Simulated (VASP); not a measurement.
A run of VASP 6.6.1 is set up as follows.

The input INCAR:

```
PREC = Accurate ; ENCUT = 520
EDIFF = 1E-6 ; ISMEAR = -1
SIGMA = 0.05 ; LREAL = False
LASPH = True ; NELM = 60
ALGO = Normal ; ISIF = 2
LWAVE = False ; LCHARG = True
GGA = RP ; LELF = True
LVHAR = True ; NBANDS = 15
```

KPOINTS

```
Automatic mesh
0
Gamma
  11 11 11
```

POSCAR

```
TaN
1.0
    0.0000000000      2.2191359895      2.2191359895
    2.2191359895      0.0000000000      2.2191359895
    2.2191359895      2.2191359895      0.0000000000
Ta N
1 1
Direct
    0.5000000000      0.5000000000      0.5000000000
    0.0000000000      0.0000000000      0.0000000000
```

Potentials or basis: VASP PAW PBE potentials, release 64 (Ta_pv, N).

Command:

```sh
$ cat potpaw_PBE.64/Ta_pv/POTCAR potpaw_PBE.64/N/POTCAR > POTCAR
$ mpirun -np 1 vasp_std > vasp.out
```

Q: Estimate the pressure.

A: 0.7 GPa.

Q: What does it give for the band gap on the k mesh?

A: Zero (band 8 reaches 10.96 eV, above the bottom of band 9 at 7.32 eV).

Caveat: the PAW data sets were made with another functional, which shifts forces and pressure a little; spin-orbit coupling is left out, which moves the levels of the heavy elements.
